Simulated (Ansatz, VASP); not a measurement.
## Two plane-wave programs on Si

INCAR

```
SYSTEM = Si
ALGO = Normal
EDIFF = 1E-6
ENCUT = 520
GGA = PE
ISIF = 2
ISMEAR = 0
LASPH = .TRUE.
LCHARG = .FALSE.
LREAL = .FALSE.
LWAVE = .FALSE.
NBANDS = 11
NELM = 80
PREC = Accurate
SIGMA = 0.05
```

Contents of KPOINTS:

```
k-points
0
G
  8 8 8
  0 0 0
```

Contents of POSCAR:

```
Si
1.0
    0.0000000000      2.8646617814      2.9261938960
    2.4134262741      0.0000000000      2.9261938960
    2.4134262741      2.8646617814      0.0000000000
Si
2
Direct
    0.5000000000      0.5000000000      0.5000000000
    0.7500000000      0.7500000000      0.7500000000
```

Input for Ansatz:

```yaml
crystal:
  lattice:
    - [0.0, 2.8646617814, 2.926193896]
    - [2.4134262741, 0.0, 2.926193896]
    - [2.4134262741, 2.8646617814, 0.0]
  atoms:
    - { symbol: Si, position: [0.5, 0.5, 0.5] }
    - { symbol: Si, position: [0.75, 0.75, 0.75] }
basis:
  ecutwfc: 420
kpoints:
  mp_grid: { grid: [8, 8, 8] }
hamiltonian:
  xc: pbe
  pseudopotentials: { kind: paw, azcp: { folder: soft_1 } }
scf:
  occupations: { method: gaussian, width: 0.05 }
output:
  forces: true
  stress: true
  eigenvalues: true
```

Change from the starting cell: strain +e along x and -e along y -0.0825, strain +e along z and -e/2 along x and y +0.0700.

Alike in both runs: task single point; functional PBE; k mesh 8 × 8 × 8; occupations gaussian, width 0.05 eV; no spin polarisation.

|  | VASP | Ansatz |
| --- | --- | --- |
| version | VASP 6.6.1 | Ansatz 0.2.0 |
| potentials or method | VASP PAW PBE potentials, release 64 (Si), cutoff 520 eV | scalar-relativistic, plane waves, PAW |
| valence electrons in the cell | 8 | 8 |

|  | VASP | Ansatz | Ansatz less VASP |
| --- | --- | --- | --- |
| gap on the k mesh at the Fermi level (eV) | none | none | - |
| pressure (GPa) | -0.5 | -0.5 | +0.06 |
| traceless stress, the component that is largest in VASP (GPa) | 7.21 | 7.19 | -0.023 |

A gap of «none» marks a metal or a gap that the smearing closes.
